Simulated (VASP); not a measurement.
Input of a VASP 6.6.1 run:

The input INCAR:

```
SYSTEM = Si
PREC     = Accurate       ! precision mode
ENCUT    = 520            ! plane-wave cutoff, eV
EDIFF    = 1E-6           ! SCF threshold, eV
ISMEAR   = 0              ! smearing method
SIGMA    = 0.05           ! smearing width, eV
LREAL    = .False.        ! projectors in reciprocal space
LASPH    = .True.         ! aspherical terms in the spheres
NELM     = 150            ! most SCF steps
ALGO     = Normal         ! electronic algorithm
ISIF     = 2              ! what is computed and relaxed
LWAVE    = .False.        ! write WAVECAR
LCHARG   = .False.        ! write CHGCAR
ISPIN    = 2              ! spin polarisation
MAGMOM   = 0 0 0 0 2      ! initial moments
LORBIT   = 11             ! projections on sites
LDIPOL   = .True.       
IDIPOL   = 3            
DIPOL    = 0.5 0.5 0.351
GGA      = CA             ! functional
NBANDS   = 22             ! bands
```

KPOINTS

```
regular mesh
0
Gamma
  9 9 1
  0 0 0
```

POSCAR

```
Si
1.0
    3.8195065206      0.0000000000      0.0000000000
   -1.9097532603      3.3077896768      0.0000000000
    0.0000000000      0.0000000000     19.3772904594
Si
5
Direct
    0.3333333333      0.6666666667      0.2064272096
    0.0000000000      0.0000000000      0.2466626339
    0.0000000000      0.0000000000      0.3734220759
    0.6666666667      0.3333333333      0.4065217723
    0.6666666667      0.5000000000      0.5231054144
```

Potentials or basis: VASP PAW LDA potentials, release 64 (Si).

Command:

```console
$ cat potpaw_LDA.64/Si/POTCAR > POTCAR
$ mpirun -np 1 vasp_std > vasp.out
```

(1) What does it give for the band gap on the k mesh?

(2) Estimate the largest force.

(3) Predict the net moment.

## Answers

(1) zero (filled and empty bands overlap).

(2) 0.739 eV/Å.

(3) 0.00 μB per cell.
